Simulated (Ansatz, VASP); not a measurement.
**Mg4H in VASP and in Ansatz**

```
CELL_PARAMETERS angstrom
6.42014 0.00000 0.00000
0.00000 5.13791 0.00000
0.00000 0.00000 21.66448
ATOMIC_POSITIONS crystal
Mg 0.00000 0.75000 0.18463
Mg 0.50000 0.75000 0.18463
Mg 0.25000 0.25000 0.22741
Mg 0.75000 0.25000 0.22741
Mg 0.25000 0.75000 0.31732
Mg 0.75000 0.75000 0.31732
Mg 0.00000 0.25000 0.35378
Mg 0.50000 0.25000 0.35378
H 0.69159 0.08333 0.38932
H 0.80841 0.08333 0.38932
```

Alike in both runs: task single point; functional PBE; k mesh 4 × 5 × 1; occupations gaussian, width 0.1 eV; no spin polarisation.

|  | VASP | Ansatz |
| --- | --- | --- |
| version | VASP 6.6.1 | Ansatz 0.2.0 |
| potentials or method | VASP PAW PBE potentials, release 64 (Mg, H), cutoff 520 eV | scalar-relativistic, plane waves, PAW |
| valence electrons in the cell | 18 | 82 |

VASP gave:

| Property | Result |
| --- | --- |
| gap on the k mesh at the Fermi level (eV) | none |
| rms of the force components (eV/Å) | 0.821 |

Which values does Ansatz return?

gap on the k mesh at the Fermi level (eV): none; rms of the force components (eV/Å): 0.816.

Atom by atom the forces differ by 0.006 eV/Å (rms over components). A gap of «none» marks a metal or a gap that the smearing closes. VASP's potentials hold 18 valence electrons a cell and Ansatz's 82, so a difference there can come from the potentials and not from the codes. Ansatz's warnings: xc potential rough in thin density.
